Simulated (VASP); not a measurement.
Input of a VASP 6.6.1 run:

File INCAR:

```
  PREC = Accurate
  ENCUT = 500
  EDIFF = 1E-6
  ISMEAR = 0
  SIGMA = 0.15
  LREAL = False
  LASPH = True
  NELM = 200
  ALGO = Normal
  ISIF = 2
  LWAVE = False
  LCHARG = False
  ISPIN = 2
  MAGMOM = 1 1 1 0 0 0 0 0
  LORBIT = 11
  LMAXMIX = 4
  GGA = PE
  NBANDS = 46
  GGA_COMPAT = False
```

KPOINTS

```
Automatic mesh
0
Gamma
  4 4 1
```

The input POSCAR:

```
Ti3Sb2Se3
1.0
    3.5377632170     -0.0000002557      0.0000020478
   -1.7688818300      3.0637930306     -0.0000006847
    0.0000083574      0.0000015984     17.0947773031
Ti Sb Se
3 2 3
Direct
    0.6666661327      0.3333332273      0.0884423630
    0.3333338673      0.6666667727      0.9115576370
    0.0000000000      0.0000000000      0.5000000000
    0.3333322190      0.6666664463      0.2071415847
    0.6666677810      0.3333335537      0.7928584153
    0.0000000000      0.0000000000      0.0000000000
    0.3333326325      0.6666665270      0.5913016402
    0.6666673675      0.3333334730      0.4086983598
```

Potentials or basis: VASP PAW PBE potentials, release 64 (Ti_sv, Sb, Se).

Run with:

```bash
$ cat potpaw_PBE.64/Ti_sv/POTCAR potpaw_PBE.64/Sb/POTCAR potpaw_PBE.64/Se/POTCAR > POTCAR
$ mpirun -np 1 vasp_std > vasp.out
```

Task: Predict the pressure.

Result: 0.2 GPa.

Task: Estimate the band gap on the k mesh.

Result: Zero (filled and empty bands overlap).

Forces in eV/Å, atoms in the order of the input:
```
Ti   0.000  0.000  0.002
Ti   0.000  0.000 -0.002
Ti   0.000  0.000  0.000
Sb   0.000  0.000  0.037
Sb   0.000  0.000 -0.037
Se   0.000  0.000  0.000
Se   0.000  0.000  0.056
Se   0.000  0.000 -0.056
```

Caveat: the k points lie up to 0.51 Å⁻¹ apart; spin-orbit coupling is left out, which moves the levels of the heavy elements; this functional lacks dispersion, which binds layers or chains, so the pressure and a relaxed spacing across them are unreliable.
